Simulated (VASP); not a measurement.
Input of a VASP 6.6.1 run:

Contents of INCAR:

```
PREC = Accurate
ENCUT = 520
EDIFF = 1E-6
ISMEAR = 1
SIGMA = 0.1
LREAL = False
LASPH = True
NELM = 80
ALGO = Normal
ISIF = 2
LWAVE = False
LCHARG = False
GGA = PS
NBANDS = 30
```

Contents of KPOINTS:

```
regular mesh
0
Gamma
  11 11 3
```

POSCAR

```
Cu
1.0
    2.5307640000      0.0000000000      0.0000000000
   -1.2653820000      2.1917060000      0.0000000000
    0.0000000000      0.0000000000      8.2618150000
Cu
4
Direct
    0.0000000000      0.0000000000      0.0000000000
    0.3333333333      0.6666666667      0.2500000000
    0.0079027519      0.0000000000      0.5000000000
    0.6666666667      0.3333333333      0.7500000000
```

Potentials or basis: VASP PAW PBE potentials, release 64 (Cu).

Launch:

```bash
$ cat potpaw_PBE.64/Cu/POTCAR > POTCAR
$ mpirun -np 1 vasp_std > vasp.out
```

(1) Estimate the largest force.

(2) Predict the pressure.

(3) Predict the band gap on the k mesh.

## Answers

(1) 0.032 eV/Å.

(2) -1.4 GPa.

(3) zero (band 22 reaches 10.44 eV, above the bottom of band 23 at 6.01 eV).

Caveat: the PAW data sets were made with another functional, which shifts forces and pressure a little.
